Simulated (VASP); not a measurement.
Runs of VASP 6.6.1 on Ta2N. The structure is that of space group P-3m1 (No. 164), or close to it. The cells are those of the table. 

```csv
task,spin,cell,k mesh,cutoff (eV),gap on the mesh (eV),pressure (GPa),largest force (eV/Å)
single point,off,"a = 3.101, b = 3.101, c = 4.882 Å, angles 90.0, 90.0, 120.0°, 3 atoms",18 × 18 × 10,520,none,0.4,(a)
relaxation of cell and atoms,off,"relaxed from a = 3.115, b = 3.115, c = 4.856 Å, angles 90.0, 90.0, 120.0°, 3 atoms",18 × 18 × 10,600,none,0.0,-
single point,"collinear, ferromagnetic start","a = 3.115, b = 3.115, c = 4.856 Å, angles 90.0, 90.0, 120.0°, 3 atoms",6 × 6 × 4,520,none,0.2,0.05
single point,off,"a = 3.115, b = 3.115, c = 4.856 Å, angles 90.0, 90.0, 120.0°, 3 atoms",6 × 6 × 4,520,none,0.2,0.05
```

Alike in all rows: level PBE; potentials or basis VASP PAW PBE potentials, release 64 (Ta_pv, N); smearing gaussian 0.1 eV.

Question: Fill in the values left out.

Answer: (a) 0.04.

Caveats: some runs use coarse meshes; spin-orbit coupling is left out, which moves the levels of the heavy elements.

A k mesh can miss the band edges, and the runs leave out spin-orbit coupling on Ta.

A gap of «none» marks levels without a gap at the run's occupations.
